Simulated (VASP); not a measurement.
# Mg (P6_3/mmc) in VASP: notebook

Runs on Mg. Level: PBEsol. Tasks: single point, relaxation of cell and atoms.

All numbers are computed with VASP 6.6.1; they aren't measurements. Logs are shortened: lines on timing, memory, paths and dates and some standing lists are left out, and cuts for length are marked.

### 1 The cell of the first run

The structure is hexagonal, space group P6_3/mmc (No. 194). Conventional cell: a = 3.164 Å, b = 3.164 Å, c = 5.193 Å, α = 90.00°, β = 90.00°, γ = 120.00°. Within 4.2 Å of Mg (site symmetry -6m2) lie 12 Mg at 3.16 to 3.17 Å.

### 2 Single point, PBEsol

INCAR

```
SYSTEM = Mg
ALGO     = Normal         ! electronic algorithm
EDIFF    = 1E-6           ! SCF threshold, eV
ENCUT    = 520            ! plane-wave cutoff, eV
GGA      = PS             ! functional
ISIF     = 2              ! what is computed and relaxed
ISMEAR   = 1              ! smearing method
LASPH    = .TRUE.         ! aspherical terms in the spheres
LCHARG   = .TRUE.         ! write CHGCAR
LELF     = .TRUE.         ! ELF
LREAL    = .FALSE.        ! projectors in reciprocal space
LVHAR    = .TRUE.       
LWAVE    = .FALSE.        ! write WAVECAR
NBANDS   = 9              ! bands
NELM     = 100            ! most SCF steps
PREC     = Accurate       ! precision mode
SIGMA    = 0.05           ! smearing width, eV
```

KPOINTS

```
k-points
0
G
  17 17 9
  0 0 0
```

POSCAR

```
Mg
1.0
    3.1643200151      0.0000000000      0.0000000000
   -1.5821600075      2.7403815187      0.0000000000
    0.0000000000      0.0000000000      5.1930350351
Mg
2
Direct
    0.3333333333      0.6666666667      0.2500000000
    0.6666666667      0.3333333333      0.7500000000
```

Potentials or basis: VASP PAW PBE potentials, release 64 (Mg).

Run with:

```
cat potpaw_PBE.64/Mg/POTCAR > POTCAR
mpirun -np 1 vasp_std > vasp.out
```

OUTCAR:

```text
SYSTEM = Mg
   EDIFF = 1E-6
   ENCUT = 520
   GGA = PS
   ISIF = 2
   ISMEAR = 1
   LASPH = .TRUE.
   LREAL = .FALSE.
   NELM = 100
   PREC = Accurate

 ion  position               nearest neighbor table
   1  0.333  0.667  0.250-   2 3.17   2 3.17   2 3.17   2 3.17   2 3.17   2 3.17
   2  0.667  0.333  0.750-   1 3.17   1 3.17   1 3.17   1 3.17   1 3.17   1 3.17

  LATTYP: Found a hexagonal cell.
 ALAT       =     3.1643200151
 C/A-ratio  =     1.6411219505

  Lattice vectors:

 A1 = (   3.1643200151,   0.0000000000,   0.0000000000)
 A2 = (  -1.5821600075,   2.7403815187,   0.0000000000)
 A3 = (   0.0000000000,   0.0000000000,   5.1930350351)

Analysis of symmetry for initial positions (statically):
=====================================================================
 Subroutine PRICEL returns:
 Original cell was already a primitive cell.

 Routine SETGRP: Setting up the symmetry group for a
 hexagonal supercell.

 Subroutine GETGRP returns: Found 24 space group operations
 (whereof 12 operations were pure point group operations)
 out of a pool of 24 trial point group operations.

The static configuration has the point symmetry D_3d.
 The point group associated with its full space group is D_6h.

Analysis of symmetry for dynamics (positions and initial velocities):
=====================================================================
 Subroutine PRICEL returns:
 Original cell was already a primitive cell.

 Routine SETGRP: Setting up the symmetry group for a
 hexagonal supercell.

 Subroutine GETGRP returns: Found 24 space group operations
 (whereof 12 operations were pure point group operations)
 out of a pool of 24 trial point group operations.

The dynamic configuration has the point symmetry D_3d.
 The point group associated with its full space group is D_6h.

 Subroutine INISYM returns: Found 24 space group operations
 (whereof 12 operations are pure point group operations),
 and found     1 'primitive' translations

----------------------------------------------------------------------------------------

                                     Primitive cell

  volume of cell :      45.0311

  direct lattice vectors                    reciprocal lattice vectors
     3.164320015  0.000000000  0.000000000     0.316023662  0.182456347  0.000000000
    -1.582160007  2.740381519  0.000000000     0.000000000  0.364912693  0.000000000
     0.000000000  0.000000000  5.193035035     0.000000000  0.000000000  0.192565618

  length of vectors
     3.164320015  3.164320015  5.193035035     0.364912693  0.364912693  0.192565618

  position of ions in fractional coordinates (direct lattice)
     0.333333333  0.666666667  0.250000000
     0.666666667  0.333333333  0.750000000

  ion indices of the primitive-cell ions
   primitive index   ion index
                 1           1
                 2           2

----------------------------------------------------------------------------------------

 KPOINTS: k-points

Automatic generation of k-mesh.
 Grid dimensions read from file:
 generate k-points for:   17   17    9

 Generating k-lattice:

  Cartesian coordinates                     Fractional coordinates (reciprocal lattice)
     0.018589627  0.010732726  0.000000000     0.058823529 -0.000000000  0.000000000
     0.000000000  0.021465453  0.000000000     0.000000000  0.058823529  0.000000000
     0.000000000  0.000000000  0.021396180     0.000000000  0.000000000  0.111111111

  Length of vectors
     0.021465453  0.021465453  0.021396180

  Shift w.r.t. Gamma in fractional coordinates (k-lattice)
     0.000000000  0.000000000  0.000000000

 Subroutine IBZKPT returns following result:
 ===========================================

 Found    165 irreducible k-points:

 Following reciprocal coordinates:
            Coordinates               Weight
  0.000000  0.000000  0.000000      1.000000
  0.058824 -0.000000  0.000000      6.000000
  0.117647 -0.000000  0.000000      6.000000
  0.176471 -0.000000  0.000000      6.000000
  0.235294 -0.000000  0.000000      6.000000
  0.294118 -0.000000  0.000000      6.000000
[... 16 lines left out ...]
  0.411765  0.117647  0.000000     12.000000
  0.176471  0.176471  0.000000      6.000000
 [... further k-points ...]
   k-points           NKPTS =    165   k-points in BZ     NKDIM =    165   number of bands    NBANDS=      9
   number of dos      NEDOS =    301   number of ions     NIONS =      2
   total plane-waves  NPLWV =  23040
   dimension x,y,z NGX =    24 NGY =   24 NGZ =   40
   dimension x,y,z NGXF=    48 NGYF=   48 NGZF=   80
   ions per type =               2
   NGX,Y,Z   is equivalent  to a cutoff of  12.61, 12.61, 12.81 a.u.
   NGXF,Y,Z  is equivalent  to a cutoff of  25.22, 25.22, 25.61 a.u.
 SYSTEM =  Mg
   PREC   = accura    normal or accurate (medium, high low for compatibility)
   ISTART =      0    job   : 0-new  1-cont  2-samecut
   ICHARG =      2    charge: 1-file 2-atom 10-const
   ISPIN  =      1    spin polarized calculation?
   LNONCOLLINEAR =      F non collinear calculations
   LSORBIT =      F    spin-orbit coupling
   LASPH  =      T    aspherical Exc in radial PAW
   ENCUT  =  520.0 eV  38.22 Ry    6.18 a.u.   5.88  5.88  9.66*2*pi/ulx,y,z
   NELM   =    100;   NELMIN=  2; NELMDL= -5     # of ELM steps
   EDIFF  = 0.1E-05   stopping-criterion for ELM
   LREAL  =      F    real-space projection
[... 7 lines left out ...]
   TEBEG  =    0.0;   TEEND  =   0.0 temperature during run
   PSTRESS=    0.0 pullay stress
   NELECT =       4.0000    total number of electrons
   NUPDOWN=      -1.0000    fix difference up-down
   EMIN   =  10.00;   EMAX   =-10.00  energy-range for DOS
   EFERMI =   0.00;   METHOD = LEGACY
   ISMEAR =     1;   SIGMA  =   0.05  broadening in eV -4-tet -1-fermi 0-gaus
   EFERMI_NEDOS =   21; number of points for ismear=-14 and -15
   IALGO  =     38    algorithm
   IMIX   =      4    mixing-type and parameters
     AMIX     =   0.40;   BMIX     =  1.00
     AMIX_MAG =   1.60;   BMIX_MAG =  1.00
  volume/ion in A,a.u.               =      22.52       151.94
  Fermi-wavevector in a.u.,A,eV,Ry     =   0.730450  1.380351  7.259490  0.533557
  Thomas-Fermi vector in A             =   1.822423
   LORBIT       =      0    0 simple, 1 ext, 2 COOP (PROOUT), +10 PAW based schemes
   GGA     = PS    functional components
   LHFCALC =     F    Hartree Fock is set to
   AEXX    =    0.0000 exact exchange contribution
   IVDW    =     0    specifies the selected vdW correction
   LEPSILON=     F    determine dielectric tensor
   LRPA    =     F    only Hartree local field effects (RPA)
 non-spin polarized calculation
 Methfessel and Paxton  Order N= 1 SIGMA  =   0.05
  energy-cutoff  :      520.00
  volume of cell :       45.03
 maximum number of plane-waves:      1232
 NGX is ok and might be reduce to    24
   NGX = 11   NGY = 11   NGZ = 19

 number of electron       4.0000000 magnetization

 Free energy of the ion-electron system (eV)
  ---------------------------------------------------
  ext. energy  EPLUGINS =         0.00000000
  ---------------------------------------------------
  free energy    TOTEN  =        -3.45016868 eV

  energy without entropy =       -3.45027679  energy(sigma->0) =       -3.45020472

 E-fermi :   2.7122     XC(G=0):  -8.5947

 val. band max:        2.6984788673   @ k =   0.2353   0.1176   0.0000
 cond. band min:       2.7156013920   @ k =   0.2353   0.0588   0.0000
 fundamental gap:      0.0171225247
 Fermi energy:         2.7122475989

 k-point     1 :       0.0000    0.0000    0.0000
  band No.  band energies     occupation
      1      -4.3197      2.00000
      2       0.9198      2.00000
      3       1.3563      2.00000
      4      13.8468      0.00000
      5      13.8468      0.00000
      6      14.0298      0.00000
      7      14.0298      0.00000
      8      14.5523      0.00000
      9      16.4272      0.00000

 k-point     2 :       0.0588   -0.0000    0.0000
  band No.  band energies     occupation
      1      -4.2502      2.00000
      2       0.9832      2.00000
      3       1.4239      2.00000
      4      12.3192      0.00000
      5      13.0149      0.00000
      6      13.7698      0.00000
      7      14.9535      0.00000
      8      15.2257      0.00000
      9      17.0211      0.00000

 k-point     3 :       0.1176   -0.0000    0.0000
  band No.  band energies     occupation
      1      -4.0419      2.00000
      2       1.1735      2.00000
      3       1.6255      2.00000
      4      10.4849      0.00000
      5      12.2084      0.00000
      6      12.9425      0.00000
      7      15.2027      0.00000
      8      15.3010      0.00000
      9      15.9401      0.00000

 k-point     4 :       0.1765   -0.0000    0.0000
  band No.  band energies     occupation
      1      -3.6959      2.00000
      2       1.4908      2.00000
      3       1.9568      2.00000
      4       8.7005      0.00000
      5      11.5154      0.00000
      6      12.0308      0.00000
      7      13.4211      0.00000
      8      14.4124      0.00000
      9      16.0792      0.00000
[... 205 lines left out ...]
 k-point    22 :       0.3529    0.1176    0.0000
  band No.  band energies     occupation
      1      -0.7736      2.00000
      2       2.5082      2.00000
      3       4.2252      0.00000
      4       4.9071      0.00000
      5       6.8958      0.00000
      6       7.5053      0.00000
      7       8.8501      0.00000
      8      11.8890      0.00000
      9      12.8125      0.00000

 k-point    23 :       0.4118    0.1176    0.0000
  band No.  band energies     occupation
      1       0.2211      2.00000
      2       1.3285      2.00000
      3       5.1675      0.00000
      4       5.6582      0.00000
      5       6.3064      0.00000
      6       6.3936      0.00000
      7       8.2078      0.00000
      8      11.7564      0.00000
      9      12.6998      0.00000

 k-point    24 :       0.1765    0.1765    0.0000
  band No.  band energies     occupation
      1      -2.4609      2.00000
      2       2.6349      2.05098
      3       3.0763     -0.00000
      4       6.3929      0.00000
      5       6.8975      0.00000
      6      11.0425      0.00000
      7      11.7062      0.00000
      8      11.7541      0.00000
      9      12.6502      0.00000

 [... further k-points ...]
[... 5 lines left out ...]
  --------------------------------------------------------------------------------------
  -------------------------------------------------------------------------------------
  Total       -0.0120437     -0.0120437     -0.0030795     -0.0000000     -0.0000000      0.0000000
  in kB       -0.4285068     -0.4285068     -0.1095677     -0.0000000     -0.0000000      0.0000000
  external PRESSURE =      -0.3221938 kB  Pullay stress =       0.0000000 kB

 VOLUME and BASIS-vectors are now :
 -----------------------------------------------------------------------------
  energy-cutoff  :      520.00
  volume of cell :       45.03
      direct lattice vectors                 reciprocal lattice vectors
     3.164320015  0.000000000  0.000000000     0.316023662  0.182456347  0.000000000
    -1.582160007  2.740381519  0.000000000     0.000000000  0.364912693  0.000000000
     0.000000000  0.000000000  5.193035035     0.000000000  0.000000000  0.192565618

 POSITION                                       TOTAL-FORCE (eV/Angst)
 -----------------------------------------------------------------------------------
     -0.00000      1.82692      1.29826        -0.000000      0.000000      0.000000
      1.58216      0.91346      3.89478         0.000000      0.000000      0.000000
 -----------------------------------------------------------------------------------
    total drift:                                0.000000     -0.000000      0.000000

  FREE ENERGIE OF THE ION-ELECTRON SYSTEM (eV)
  ---------------------------------------------------
  free  energy   TOTEN  =        -3.4501686797 eV

  energy  without entropy=       -3.4502767886  energy(sigma->0) =       -3.45020472
```

It took 88 s on 1 thread of AMD EPYC 7R13, shared host; peak memory 0.17 GiB.

What came out:

- Free energy: -3.4502 eV
- Pressure: 0.0 GPa
- Band gap on the k mesh: zero (band 2 reaches 3.82 eV, above the bottom of band 3 at 1.36 eV)

Levels at points of the mesh, in eV from the Fermi level:
```tsv
k point	band 1	band 2	band 3	band 4	band 5	band 6
(0.00, 0.00, 0.00)	-7.03	-1.79	-1.36	11.13	11.13	11.32
```

Caveat: the PAW data sets were made with another functional, which shifts forces and pressure a little.

### 3 Relaxation of cell and atoms, PBEsol

This run uses another cell than the first one, of 23.24 Å³/atom, 1.032 times its volume.

INCAR

```
SYSTEM = Mg
ALGO = Normal
EDIFF = 1E-7
EDIFFG = -0.02
ENCUT = 600
GGA = PS
IBRION = 2
ISIF = 3
ISMEAR = 1
LASPH = .TRUE.
LCHARG = .FALSE.
LREAL = .FALSE.
LWAVE = .FALSE.
NELM = 80
NSW = 80
PREC = Accurate
SIGMA = 0.05
```

KPOINTS is that of step 2.

POSCAR

```
Mg
1.0
    3.2093000000      0.0000000000      0.0000000000
   -1.6046500000      2.7793400000      0.0000000000
    0.0000000000      0.0000000000      5.2103000000
Mg
2
Direct
    0.3333333333      0.6666666667      0.2500000000
    0.6666666667      0.3333333333      0.7500000000
```

Potentials or basis: VASP PAW PBE potentials, release 64 (Mg).

Run with:

```
cat potpaw_PBE.64/Mg/POTCAR > POTCAR
mpirun -np 1 vasp_std > vasp.out
```

OUTCAR:

```text
SYSTEM = Mg
   EDIFF = 1E-7
   EDIFFG = -0.02
   ENCUT = 600
   GGA = PS
   IBRION = 2
   ISIF = 3
   ISMEAR = 1
   LASPH = .TRUE.
   LREAL = .FALSE.
   NELM = 80
   NSW = 80
   PREC = Accurate

 ion  position               nearest neighbor table
   1  0.333  0.667  0.250-   2 3.20   2 3.20   2 3.20   2 3.20   2 3.20   2 3.20
   2  0.667  0.333  0.750-   1 3.20   1 3.20   1 3.20   1 3.20   1 3.20   1 3.20

  LATTYP: Found a hexagonal cell.
 ALAT       =     3.2093000000
 C/A-ratio  =     1.6235004518

  Lattice vectors:

 A1 = (   3.2093000000,   0.0000000000,   0.0000000000)
 A2 = (  -1.6046500000,   2.7793400000,   0.0000000000)
 A3 = (   0.0000000000,   0.0000000000,   5.2103000000)

Analysis of symmetry for initial positions (statically):
=====================================================================
[... 333 lines left out ...]
 cond. band min:       2.7303443843   @ k =   0.2353   0.0588   0.0000
 fundamental gap:      0.0214460632
 Fermi energy:         2.7250551106

 k-point     1 :       0.0000    0.0000    0.0000
  band No.  band energies     occupation
      1      -4.3180      2.00000
      2       0.9289      2.00000
      3       1.3705      2.00000
      4      13.8635      0.00000
      5      13.8636      0.00000
      6      14.0497      0.00000
[... 199 lines left out ...]
 k-point    24 :       0.1765    0.1765    0.0000
  band No.  band energies     occupation
      1      -2.4573      2.00000
      2       2.6452      2.04646
      3       3.0910     -0.00000
      4       6.4037      0.00000
      5       6.9124      0.00000
      6      11.0601      0.00000

 [... further k-points ...]

------------------------ aborting loop because EDIFF is reached ----------------------------------------

  FORCE on cell =-STRESS in cart. coord.  units (eV):
  Direction    XX          YY          ZZ          XY          YZ          ZX
  --------------------------------------------------------------------------------------
  -------------------------------------------------------------------------------------
  Total        0.0043909      0.0043910      0.0252576      0.0000000      0.0000000      0.0000000
  in kB        0.1565317      0.1565322      0.9003998      0.0000000      0.0000000      0.0000000
  external PRESSURE =       0.4044879 kB  Pullay stress =       0.0000000 kB
[... 17 lines left out ...]
  FREE ENERGIE OF THE ION-ELECTRON SYSTEM (eV)
  ---------------------------------------------------
  free  energy   TOTEN  =        -3.4503696555 eV

  energy  without entropy=       -3.4504740128  energy(sigma->0) =       -3.45040444

 reached required accuracy - stopping structural energy minimisation
```

OSZICAR:

```text
N       E                     dE             d eps       ncg     rms          rms(c)
DAV:   1    -0.204536598955E-01   -0.20454E-01   -0.14062E+03  1980   0.527E+02
DAV:   2    -0.343502074386E+01   -0.34146E+01   -0.31996E+01  2640   0.309E+01
DAV:   3    -0.346388305578E+01   -0.28862E-01   -0.28849E-01  2880   0.362E+00
[... 26 lines left out ...]
   4 F= -.34502755E+01 E0= -.34502924E+01  d E =-.635776E-02
       N       E                     dE             d eps       ncg     rms          rms(c)
DAV:   1    -0.345037266391E+01   -0.97251E-04   -0.39617E-04  2736   0.109E-01    0.964E-03
DAV:   2    -0.345037088670E+01    0.17772E-05   -0.21315E-06  2238   0.107E-02    0.592E-03
DAV:   3    -0.345036965497E+01    0.12317E-05   -0.12199E-06  2526   0.470E-03    0.931E-05
DAV:   4    -0.345036965548E+01   -0.50892E-09   -0.14963E-08  1260   0.986E-04
   5 F= -.34503697E+01 E0= -.34504044E+01  d E =-.942021E-04
```

Wall time 4.7 min (1 thread of AMD EPYC 7R13, shared host); peak memory 0.2 GiB.

Results:

| Property | Result |
| --- | --- |
| Free energy | -3.4504 eV |
| Relaxed volume | 22.47 Å³/atom |
| Relaxed cell | a = 3.163 Å, b = 3.163 Å, c = 5.188 Å, α = 90.00°, β = 90.00°, γ = 120.00° |
| Space group after relaxing (to 0.05 Å) | P6_3/mmc (No. 194) |
| Energy gained by relaxing | 3.2 meV/atom |
| Ionic steps | 5 |
| Pressure after relaxing | 0.0 GPa |
| Band gap on the k mesh | zero (band 2 reaches 3.83 eV, above the bottom of band 3 at 1.37 eV) |

The path:
```
step  energy change (eV)  largest force (eV/Å)  pressure (GPa)  volume (Å³)
   1              0.0000                0.0000           -1.15        46.47
   2             -0.0058                0.0000           -0.31        45.36
   3             -0.0064                0.0000            0.04        44.94
   4             -0.0064                0.0000            0.06        44.91
   5             -0.0065                0.0000            0.04        44.94
```

Final structure:
```xyz
2
Lattice="3.1627 0.0000 0.0000 -1.5814 2.7390 0.0000 0.0000 0.0000 5.1882" Properties=species:S:1:pos:R:3 pbc="T T T"
Mg    0.0000    1.8260    1.2970
Mg    1.5814    0.9130    3.8911
```

Levels at points of the mesh, in eV from the Fermi level:
| k point | band 1 | band 2 | band 3 | band 4 | band 5 |
| --- | --- | --- | --- | --- | --- |
| (0.00, 0.00, 0.00) | -7.04 | -1.80 | -1.35 | 11.14 | 11.14 |

Caveat: the PAW data sets were made with another functional, which shifts forces and pressure a little.
